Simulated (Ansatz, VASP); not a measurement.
**Two plane-wave programs on Al2Ru**

The input POSCAR:

```
Al2Ru
1.0
    0.0000000000      4.1889823501      4.3914546631
    2.4710296752      0.0000000000      4.3914546631
    2.4710296752      4.1889823501      0.0000000000
Al Ru
4 2
Direct
    0.0790459565      0.4209540435      0.0790459565
    0.4209540435      0.0790459565      0.4209540435
    0.1709540435      0.8290459565      0.1709540435
    0.8290459565      0.1709540435      0.8290459565
    0.7500000000      0.7500000000      0.7500000000
    0.5000000000      0.5000000000      0.5000000000
```

The input INCAR.step1:

```
ALGO = Normal
EDIFF = 1E-4
ENCUT = 520
GGA = PE
ISMEAR = 0
LASPH = True
LCHARG = False
LREAL = False
LWAVE = True
NBANDS = 29
NELM = 100
PREC = Accurate
SIGMA = 0.03
```

Contents of INCAR.step2:

```
ALGO = Normal
EDIFF = 1E-6
ENCUT = 520
ISIF = 2
ISMEAR = 0
ISTART = 1
LASPH = True
LCHARG = False
LMIXTAU = True
LREAL = False
LWAVE = False
METAGGA = R2SCAN
NBANDS = 29
NELM = 100
PREC = Accurate
SIGMA = 0.03
```

Contents of KPOINTS:

```
k-points
0
Gamma
  10 10 10
```

Input for Ansatz:

```yaml
crystal:
  lattice:
    - [0.0, 4.1889823501, 4.3914546631]
    - [2.4710296752, 0.0, 4.3914546631]
    - [2.4710296752, 4.1889823501, 0.0]
  atoms:
    - { symbol: Al, position: [0.0790459565, 0.4209540435, 0.0790459565] }
    - { symbol: Al, position: [0.4209540435, 0.0790459565, 0.4209540435] }
    - { symbol: Al, position: [0.1709540435, 0.8290459565, 0.1709540435] }
    - { symbol: Al, position: [0.8290459565, 0.1709540435, 0.8290459565] }
    - { symbol: Ru, position: [0.75, 0.75, 0.75] }
    - { symbol: Ru, position: [0.5, 0.5, 0.5] }
basis:
  ecutwfc: 500
kpoints:
  mp_grid: { grid: [10, 10, 10] }
hamiltonian:
  xc: r2scan
scf:
  occupations: { method: gaussian, width: 0.03 }
output:
  forces: true
  stress: true
  eigenvalues: true
```

Change from the starting cell: strain +0.050 along x and y, +0.000 along z, atoms carried along.

Alike in both runs: task single point; functional r2SCAN; k mesh 10 × 10 × 10; occupations gaussian, width 0.03 eV; no spin polarisation.

|  | VASP | Ansatz |
| --- | --- | --- |
| version | VASP 6.6.1 | Ansatz 0.2.0 |
| potentials or method | VASP PAW PBE potentials, release 64 (Al, Ru_pv), cutoff 520 eV | scalar-relativistic, plane waves, PAW |
| valence electrons in the cell | 40 | 44 |

Ansatz gave:

| Item | Value |
| --- | --- |
| gap on the k mesh at the Fermi level (eV) | 0.39 |
| least direct gap on the mesh (eV) | 1.19 |
| pressure (GPa) | -13.8 |
| traceless stress, the component that is largest in VASP (GPa) | 5.83 |
| rms of the force components (eV/Å) | 0.120 |

Q: What did VASP give for the same quantities?

A: gap on the k mesh at the Fermi level (eV): 0.39; least direct gap on the mesh (eV): 1.19; pressure (GPa): -13.9; traceless stress, the component that is largest in VASP (GPa): 5.85; rms of the force components (eV/Å): 0.118.

VASP's potentials were made for PBE, not for r2SCAN. Atom by atom the forces differ by 0.003 eV/Å (rms over components). The functional is the same, so the differences come from potentials, cutoffs and numerics. VASP's potentials hold 40 valence electrons a cell and Ansatz's 44, so a difference there can come from the potentials and not from the codes.
